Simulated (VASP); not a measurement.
Crystal: MoS2.

```
CELL_PARAMETERS angstrom
0.00000 2.99595 2.99595
2.99595 0.00000 2.99595
2.99595 2.99595 0.00000
ATOMIC_POSITIONS crystal
Mo 0.00000 0.00000 0.00000
S 0.25000 0.25000 0.25000
S 0.75000 0.75000 0.75000
```

Base run:

| Property | Result |
| --- | --- |
| Program | VASP 6.6.1 |
| Functional | LDA |
| Potentials or basis | VASP PAW LDA potentials, release 64 (Mo_sv, S) |
| Cutoff | 500 eV |
| k mesh | 6 × 6 × 6 |
| Occupations | gaussian, width 0.05 eV |
| Spin | collinear spin |
| Starting moments | [0.5, 0.0, 0.0] μB |
| Fixed moment | 0.5 μB |
| Hubbard terms | Mo d U = 3.0 eV, J = 0.7 eV |

Its results: pressure -12.6 GPa; site moments Mo +0.52; S -0.03 μB.

Problem. The run is repeated on the same cell with these changes: fixed moment from 0.5 μB to 1.8 μB; moments at the start from [0.5, 0.0, 0.0] to [1.53, -0.04, -0.04]. What comes out?

Solution. Pressure -8.0 GPa; site moments Mo +1.58; S -0.02 μB.

Caveats: the cell stands under tension; the total moment is fixed, so each spin has its own Fermi level.
